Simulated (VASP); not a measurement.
Wanted: the native input for a VASP 6.6.1 run.

- Task: single point
- Functional: PBE
- Dispersion: D3(BJ)
- Potentials or basis: VASP PAW PBE potentials, release 64 (Hg)
- Cutoff: 520 eV
- k mesh: 16 × 16 × 16
- Occupations: gaussian, width 0.1 eV
- Spin: no spin polarisation
- Dipole correction: no
- Further INCAR settings: ALGO = Fast; EDIFF = 1e-06; NBANDS = 12

The structure of Hg lies in POSCAR:

```
Hg
1.0
    0.0000000000      2.3916626112      2.3916626112
    2.3916626112      0.0000000000      2.3916626112
    2.3916626112      2.3916626112      0.0000000000
Hg
1
Direct
    0.0000000000      0.0000000000      0.0000000000
```

This cell differs from its parent crystal: volume scaled by 1.10.

These files were run (other wordings do the same):

INCAR

```
  PREC = Accurate
  ENCUT = 520
  EDIFF = 1E-6
  ISMEAR = 0
  SIGMA = 0.1
  LREAL = F
  LASPH = T
  NELM = 80
  ALGO = Fast
  ISIF = 2
  LWAVE = F
  LCHARG = F
  GGA = PE
  IVDW = 12
  NBANDS = 12
```

KPOINTS

```
Automatic mesh
0
Gamma
  16 16 16
```

Potentials or basis: VASP PAW PBE potentials, release 64 (Hg).

Run with:

```console
$ cat potpaw_PBE.64/Hg/POTCAR > POTCAR
$ mpirun -np 1 vasp_std > vasp.out
```

Results of the run:

```
Pressure                   : -1.1 GPa
Band gap on the k mesh     : zero (band 6 reaches 1.57 eV, above the bottom of band 7 at 0.68 eV)
Dispersion energy per atom : -0.383 eV
```

Caveat: spin-orbit coupling is left out, which moves the levels of the heavy elements; pairwise dispersion overbinds metals, which lowers pressure and volume.

Wall time 22 s on 1 thread of Intel(R) Xeon(R) 6975P-C (Granite Rapids) (shared host), peak memory 0.19 GiB.
